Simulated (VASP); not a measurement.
# TiSi16 (a cell with a defect) in VASP: notebook

TiSi16 (a cell with a defect) is run at these levels: PBE; tasks: single point.

Everything below comes from runs of VASP 6.6.1. Logs are shortened: lines on timing, memory, paths and dates and some standing lists are left out, and cuts for length are marked.

## Step 1: The cell of the first run

The cell holds a defect, 17 atoms: a = 7.679 Å, b = 7.679 Å, c = 7.679 Å, α = 60.00°, β = 60.00°, γ = 60.00°.

## Step 2: Single point, PBE

Input file INCAR:

```
SYSTEM = TiSi16
  ALGO = Normal
  EDIFF = 1E-6
  ENCUT = 520
  GGA = PE
  ISIF = 2
  ISMEAR = -1
  LASPH = .TRUE.
  LCHARG = .FALSE.
  LREAL = Auto
  LWAVE = .FALSE.
  NBANDS = 52
  NELM = 100
  PREC = Accurate
  SIGMA = 0.02
```

Input file KPOINTS:

```
k-points
0
G
  2 2 2
  0 0 0
```

Input file POSCAR:

```
TiSi16
1.0
    0.0000000000      5.4300000000      5.4300000000
    5.4300000000      0.0000000000      5.4300000000
    5.4300000000      5.4300000000      0.0000000000
Si Ti
16 1
Direct
    0.0431808471     -0.0145972376     -0.0140495396
    0.1355029466      0.1264697974      0.1268723757
   -0.0106860037      0.0103114180      0.5004211786
    0.1356414365      0.1264254144      0.6115500921
   -0.0105976059      0.4999937385      0.0107001842
    0.1354477901      0.6112439227      0.1268765193
   -0.0105542357      0.4999813076      0.5003597606
    0.0810547882      0.6394778085      0.6399960405
    0.5097329650      0.0117504604      0.0108944751
    0.6722143646      0.1100016575      0.1088633517
    0.5098512891      0.0117290055      0.4676137201
    0.6169783610      0.1514505525      0.6158269797
    0.5097940147      0.4686400552      0.0108172192
    0.6167996317      0.6168918969      0.1503926335
    0.4535475138      0.5160224678      0.5153007366
    0.6169384899      0.6168060773      0.6159141805
    0.4682923573      0.8446238490      0.8435468692
```

Potentials or basis: VASP PAW PBE potentials, release 64 (Si, Ti_sv).

Started as:

```console
cat potpaw_PBE.64/Si/POTCAR potpaw_PBE.64/Ti_sv/POTCAR > POTCAR
mpirun -np 1 vasp_std > vasp.out
```

OUTCAR:

```text
SYSTEM = TiSi16
   EDIFF = 1E-6
   ENCUT = 520
   GGA = PE
   ISIF = 2
   ISMEAR = -1
   LASPH = .TRUE.
   LREAL = Auto
   NELM = 100
   PREC = Accurate

 ion  position               nearest neighbor table
   1  0.043  0.985  0.986-  10 2.33   6 2.36   2 2.36   4 2.36  17 2.67
   2  0.136  0.126  0.127-   5 2.35   3 2.35   9 2.35   1 2.36
   3  0.989  0.010  0.500-   8 2.33  12 2.34   2 2.35   4 2.35
   4  0.136  0.126  0.612-   7 2.35   3 2.35  11 2.35   1 2.36
   5  0.989  0.500  0.011-   8 2.33  14 2.34   6 2.35   2 2.35
   6  0.135  0.611  0.127-   5 2.35   7 2.35  13 2.35   1 2.36
   7  0.989  0.500  0.500-   8 2.33  16 2.34   6 2.35   4 2.35
   8  0.081  0.639  0.640-   5 2.33   7 2.33   3 2.33  15 2.34
   9  0.510  0.012  0.011-  10 2.27   2 2.35  17 2.42  14 2.48  12 2.48
  10  0.672  0.110  0.109-  13 2.27   9 2.27  11 2.27   1 2.33
  11  0.510  0.012  0.468-  10 2.27   4 2.35  17 2.42  16 2.48  12 2.48
  12  0.617  0.151  0.616-  15 2.30   3 2.34   9 2.48  11 2.48  17 2.55
  13  0.510  0.469  0.011-  10 2.27   6 2.35  17 2.42  14 2.48  16 2.48
  14  0.617  0.617  0.150-  15 2.30   5 2.34  13 2.48   9 2.48  17 2.55
  15  0.454  0.516  0.515-  12 2.30  16 2.30  14 2.30   8 2.34
  16  0.617  0.617  0.616-  15 2.30   7 2.34  13 2.48  11 2.48  17 2.55
  17  0.468  0.845  0.844-  11 2.42   9 2.42  13 2.42  14 2.55  16 2.55  12 2.55   1 2.67

  LATTYP: Found a face centered cubic cell.
 ALAT       =    10.8600000000

  Lattice vectors:

 A1 = (   0.0000000000,   5.4300000000,   5.4300000000)
 A2 = (   5.4300000000,   0.0000000000,   5.4300000000)
 A3 = (   5.4300000000,   5.4300000000,   0.0000000000)

Analysis of symmetry for initial positions (statically):
=====================================================================
 Subroutine PRICEL returns:
 Original cell was already a primitive cell.

 Routine SETGRP: Setting up the symmetry group for a
 face centered cubic supercell.

 Subroutine GETGRP returns: Found  1 space group operations
 (whereof  1 operations were pure point group operations)
 out of a pool of 48 trial point group operations.

The static configuration has the point symmetry C_1 .

Analysis of symmetry for dynamics (positions and initial velocities):
=====================================================================
 Subroutine PRICEL returns:
 Original cell was already a primitive cell.

 Routine SETGRP: Setting up the symmetry group for a
 face centered cubic supercell.

 Subroutine GETGRP returns: Found  1 space group operations
 (whereof  1 operations were pure point group operations)
 out of a pool of 48 trial point group operations.
[... 115 lines left out ...]
   LREAL  =      T    real-space projection
   EDIFFG = 0.1E-04   stopping-criterion for IOM
   NSW    =      0    number of steps for IOM
   IBRION =     -1    ionic relax: 0-MD 1-quasi-New 2-CG
   NFREE  =      0    steps in history (QN), initial steepest desc. (CG)
   ISIF   =      2    stress and relaxation
   ISYM   =      2    0-nonsym 1-usesym 2-fastsym
   POTIM  = 0.5000    time-step for ionic-motion
   TEBEG  =    0.0;   TEEND  =   0.0 temperature during run
   PSTRESS=    0.0 pullay stress
   NELECT =      76.0000    total number of electrons
   NUPDOWN=      -1.0000    fix difference up-down
   EMIN   =  10.00;   EMAX   =-10.00  energy-range for DOS
   EFERMI =   0.00;   METHOD = LEGACY
   ISMEAR =    -1;   SIGMA  =   0.02  broadening in eV -4-tet -1-fermi 0-gaus
   EFERMI_NEDOS =   21; number of points for ismear=-14 and -15
   IALGO  =     38    algorithm
   IMIX   =      4    mixing-type and parameters
     AMIX     =   0.40;   BMIX     =  1.00
     AMIX_MAG =   1.60;   BMIX_MAG =  1.00
  volume/ion in A,a.u.               =      18.84       127.11
  Fermi-wavevector in a.u.,A,eV,Ry     =   1.013607  1.915439 13.978610  1.027399
  Thomas-Fermi vector in A             =   2.146786
   LORBIT       =      0    0 simple, 1 ext, 2 COOP (PROOUT), +10 PAW based schemes
   GGA     = PE    functional components
[... 5 lines left out ...]
 non-spin polarized calculation
  energy-cutoff  :      520.00
  volume of cell :      320.21
 maximum number of plane-waves:      8646
 NGX is ok and might be reduce to    60
   NGX = 29   NGY = 29   NGZ = 29

 number of electron      76.0000001 magnetization

 Free energy of the ion-electron system (eV)
  ---------------------------------------------------
  ext. energy  EPLUGINS =         0.00000000
  ---------------------------------------------------
  free energy    TOTEN  =       -91.28409424 eV

  energy without entropy =      -91.26376523  energy(sigma->0) =      -91.27392973

 E-fermi :   6.8939     XC(G=0):  -9.7628

 val. band max:        6.8864971205   @ k =   0.5000   0.5000   0.5000
 cond. band min:       6.9276193637   @ k =   0.5000   0.5000   0.0000
 fundamental gap:      0.0411222432
 Fermi energy:         6.8938894980

 k-point     1 :       0.0000    0.0000    0.0000
  band No.  band energies     occupation
      1     -49.9843      2.00000
      2     -26.4187      2.00000
      3     -26.3122      2.00000
      4     -26.3116      2.00000
      5      -5.6882      2.00000
      6      -3.4944      2.00000
[... 413 lines left out ...]
     49       9.9082      0.00000
     50      10.4984      0.00000
 [bands above 50 left out]

------------------------ aborting loop because EDIFF is reached ----------------------------------------

  FORCE on cell =-STRESS in cart. coord.  units (eV):
  Direction    XX          YY          ZZ          XY          YZ          ZX
  --------------------------------------------------------------------------------------
  -------------------------------------------------------------------------------------
  Total        8.8503424      8.8718571      8.8117157      1.0430100     -1.0672934      1.0835559
  in kB       44.2834216     44.3910724     44.0901498      5.2187870     -5.3402908      5.4216620
  external PRESSURE =      44.2548813 kB  Pullay stress =       0.0000000 kB

 VOLUME and BASIS-vectors are now :
 -----------------------------------------------------------------------------
  energy-cutoff  :      520.00
  volume of cell :      320.21
      direct lattice vectors                 reciprocal lattice vectors
     0.000000000  5.430000000  5.430000000    -0.092081031  0.092081031  0.092081031
     5.430000000  0.000000000  5.430000000     0.092081031 -0.092081031  0.092081031
     5.430000000  5.430000000  0.000000000     0.092081031  0.092081031 -0.092081031

 POSITION                                       TOTAL-FORCE (eV/Angst)
 -----------------------------------------------------------------------------------
     10.70445      5.58818      5.58521        -0.011042      0.012124      0.012389
      1.37565      1.42470      1.42251        -0.047822      0.092196      0.093268
      2.77328      8.08926      5.42797        -0.089955      0.090260      0.030622
      4.00721      4.05725      1.42302        -0.092569      0.045473      0.093414
      2.77307      5.43056      8.08742        -0.078771      0.023396      0.079239
      4.00799      1.42442      4.05454        -0.092580      0.092328      0.053455
[... 9 lines left out ...]
      6.69367      6.69439      6.69923         0.053422      0.094979      0.093064
      9.16677      7.12329      7.12914         1.194623     -1.199852     -1.201685
 -----------------------------------------------------------------------------------
    total drift:                               -0.013340      0.011928     -0.008577

  FREE ENERGIE OF THE ION-ELECTRON SYSTEM (eV)
  ---------------------------------------------------
  free  energy   TOTEN  =       -91.2840942366 eV

  energy  without entropy=      -91.2637652300  energy(sigma->0) =      -91.27392973
```

OSZICAR:

```text
N       E                     dE             d eps       ncg     rms          rms(c)
DAV:   1     0.345927536575E+03    0.34593E+03   -0.30796E+04   840   0.127E+03
DAV:   2    -0.548537809505E+02   -0.40078E+03   -0.37986E+03   936   0.247E+02
DAV:   3    -0.917763067835E+02   -0.36923E+02   -0.35774E+02  1220   0.676E+01
DAV:   4    -0.943665179084E+02   -0.25902E+01   -0.25548E+01  1272   0.154E+01
DAV:   5    -0.944353454151E+02   -0.68828E-01   -0.68663E-01  1096   0.244E+00    0.185E+01
DAV:   6    -0.944454786641E+02   -0.10133E-01   -0.21069E+01  1120   0.219E+01    0.179E+01
DAV:   7    -0.920642121647E+02    0.23813E+01   -0.30320E+01  1132   0.276E+01    0.969E+00
DAV:   8    -0.913627390613E+02    0.70147E+00   -0.19348E+00  1016   0.603E+00    0.270E+00
DAV:   9    -0.912837491403E+02    0.78990E-01   -0.41307E-01  1256   0.254E+00    0.694E-01
DAV:  10    -0.912825039317E+02    0.12452E-02   -0.30987E-02  1112   0.674E-01    0.449E-01
DAV:  11    -0.912841389976E+02   -0.16351E-02   -0.73602E-03   992   0.382E-01    0.236E-01
DAV:  12    -0.912840347916E+02    0.10421E-03   -0.20982E-03  1056   0.221E-01    0.793E-02
DAV:  13    -0.912840736802E+02   -0.38889E-04   -0.32571E-04  1136   0.737E-02    0.359E-02
DAV:  14    -0.912840904381E+02   -0.16758E-04   -0.59506E-05   976   0.326E-02    0.119E-02
DAV:  15    -0.912840943830E+02   -0.39449E-05   -0.94325E-06   928   0.127E-02    0.318E-03
DAV:  16    -0.912840942366E+02    0.14645E-06   -0.57191E-07   536   0.358E-03
   1 F= -.91284094E+02 E0= -.91273930E+02  d E =-.203290E-01
```

Wall time 3.1 min (1 thread of Intel Xeon 6975P-C (Granite Rapids), shared host); peak memory 0.49 GiB.

Results:

* Free energy: -91.2841 eV
* Pressure: 4.4 GPa
* Largest force: 2.076 eV/Å
* Band gap on the k mesh: zero (band 38 reaches 6.93 eV, above the bottom of band 39 at 6.62 eV)

Forces on the atoms (eV/Å):
```
Si  -0.011  0.012  0.012
Si  -0.048  0.092  0.093
Si  -0.090  0.090  0.031
Si  -0.093  0.045  0.093
Si  -0.079  0.023  0.079
Si  -0.093  0.092  0.053
Si  -0.024  0.083  0.083
Si  -0.111  0.107  0.118
Si  -0.104  0.129  0.131
Si  -0.079  0.079  0.077
Si  -0.130  0.107  0.131
Si  -0.098  0.098 -0.068
Si  -0.126  0.125  0.102
Si  -0.094 -0.044  0.092
Si  -0.069  0.064  0.080
Si   0.053  0.095  0.093
Ti   1.195 -1.200 -1.202
```

Caveat: the k points lie up to 0.50 Å⁻¹ apart.

## Step 3: Single point, PBE

Input file INCAR:

```
SYSTEM = TiSi16
PREC = Accurate ; ENCUT = 520
EDIFF = 1E-6 ; ISMEAR = -1
SIGMA = 0.02 ; LREAL = Auto
LASPH = .True. ; NELM = 60
ALGO = Normal ; ISIF = 2
LWAVE = .False. ; LCHARG = .False.
GGA = PE ; NBANDS = 52
```

Input file KPOINTS:

```
Automatic mesh
0
Gamma
  2 2 2
  0 0 0
```

Input file POSCAR:

```
TiSi16
1.0
    0.0000000000      5.4300000000      5.4300000000
    5.4300000000      0.0000000000      5.4300000000
    5.4300000000      5.4300000000      0.0000000000
Si Ti
16 1
Direct
    0.0449239411     -0.0156692449     -0.0147331492
    0.1365648250      0.1239756906      0.1247740331
   -0.0096709945      0.0127798343      0.4983503683
    0.1366660221      0.1239336096      0.6144383978
   -0.0095203499      0.4974755985      0.0135435543
    0.1365301105      0.6136538674      0.1247927256
   -0.0094820442      0.4974540516      0.4982910681
    0.0826932781      0.6383999079      0.6393813076
    0.5089882136      0.0086626151      0.0081950276
    0.6724343462      0.1091965930      0.1088814917
    0.5090371087      0.0086717311      0.4734787293
    0.6161855433      0.1569649171      0.6131411602
    0.5091901473      0.4741299263      0.0080363720
    0.6161976980      0.6136372928      0.1563767035
    0.4537068140      0.5156860037      0.5150020258
    0.6162904236      0.6135766114      0.6131618785
    0.6572302947      0.7811207182      0.7805052486
```

Potentials or basis: VASP PAW PBE potentials, release 64 (Si, Ti_sv).

Started as:

```console
cat potpaw_PBE.64/Si/POTCAR potpaw_PBE.64/Ti_sv/POTCAR > POTCAR
mpirun -np 1 vasp_std > vasp.out
```

Run time: 2.9 min. Hardware: 1 thread of Intel Xeon 6975P-C (Granite Rapids), shared host; peak memory 0.49 GiB.

It converged, with:

- Free energy: -91.2782 eV
- Pressure: 4.4 GPa
- Largest force: 2.089 eV/Å
- Band gap on the k mesh: zero (band 38 reaches 6.93 eV, above the bottom of band 39 at 6.62 eV)

Forces in eV/Å, atoms in the order of the input:
```
Si   0.114 -0.116 -0.106
Si   0.027 -0.086 -0.087
Si   0.092 -0.092 -0.044
Si   0.089 -0.029 -0.090
Si   0.092 -0.051 -0.092
Si   0.077 -0.076 -0.023
Si   0.051 -0.092 -0.092
Si   0.013 -0.013 -0.013
Si  -0.060 -0.097 -0.099
Si   0.074 -0.078 -0.062
Si   0.100  0.068 -0.100
Si   0.132 -0.131 -0.107
Si   0.096 -0.093  0.036
Si   0.127 -0.099 -0.126
Si   0.080 -0.079 -0.083
Si   0.100 -0.130 -0.129
Ti  -1.205  1.196  1.217
```

Stress tensor (GPa, compression positive):
```
 4.43  0.55  0.53
 0.55  4.42 -0.54
 0.53 -0.54  4.45
```

Levels at points of the mesh, in eV from the Fermi level:
| k point | band 35 | band 36 | band 37 | band 38 | band 39 | band 40 | band 41 | band 42 |
| --- | --- | --- | --- | --- | --- | --- | --- | --- |
| (0.00, 0.00, 0.00) | -1.16 | -0.73 | -0.60 | -0.27 | -0.27 | -0.04 | -0.04 | 0.12 |
| (0.50, 0.00, 0.00) | -1.35 | -1.35 | -0.22 | -0.20 | -0.20 | 0.69 | 0.70 | 0.76 |
| (0.00, 0.50, 0.00) | -1.38 | -1.32 | -0.29 | -0.01 | 0.12 | 0.56 | 0.62 | 0.76 |
| (0.00, 0.00, 0.50) | -1.38 | -1.32 | -0.29 | -0.01 | 0.13 | 0.56 | 0.62 | 0.76 |
| (0.50, 0.50, 0.50) | -1.38 | -1.32 | -0.29 | -0.01 | 0.13 | 0.56 | 0.62 | 0.76 |
| (0.50, 0.50, 0.00) | -1.90 | -1.80 | -0.29 | 0.04 | 0.31 | 0.73 | 0.88 | 1.03 |
| (0.00, 0.50, 0.50) | -1.90 | -1.80 | -0.29 | 0.04 | 0.31 | 0.74 | 0.88 | 1.03 |
| (0.50, 0.00, 0.50) | -1.90 | -1.80 | -0.29 | 0.03 | 0.31 | 0.74 | 0.88 | 1.03 |

Caveat: the k points lie up to 0.50 Å⁻¹ apart.
